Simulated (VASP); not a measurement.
A run of VASP 6.6.1 is set up as follows.

File INCAR:

```
SYSTEM = Ga
PREC = Accurate
ENCUT = 520
EDIFF = 1E-6
ISMEAR = -1
SIGMA = 0.05
LREAL = .False.
LASPH = .True.
NELM = 100
ALGO = Normal
ISIF = 2
LWAVE = .False.
LCHARG = .False.
GGA = PS
NBANDS = 20
```

KPOINTS

```
Automatic mesh
0
Gamma
  10 10 8
  0 0 0
```

Contents of POSCAR:

```
Ga
1.0
    1.2609057818     -3.8798522052      0.0000000000
    1.2609057818      3.8798522052      0.0000000000
    0.0000000000      0.0000000000      2.8099934793
Ga
2
Direct
    0.1327864269      0.8672135731      0.7500000000
    0.8672135731      0.1327864269      0.2500000000
```

Potentials or basis: VASP PAW PBE potentials, release 64 (Ga_d).

Run with:

```bash
$ cat potpaw_PBE.64/Ga_d/POTCAR > POTCAR
$ mpirun -np 1 vasp_std > vasp.out
```

(1) Predict the pressure.

(2) What does it give for the largest force?

## Answers

(1) 30.2 GPa.

(2) 0.006 eV/Å.

Caveat: the cell stands under pressure; the PAW data sets were made with another functional, which shifts forces and pressure a little.
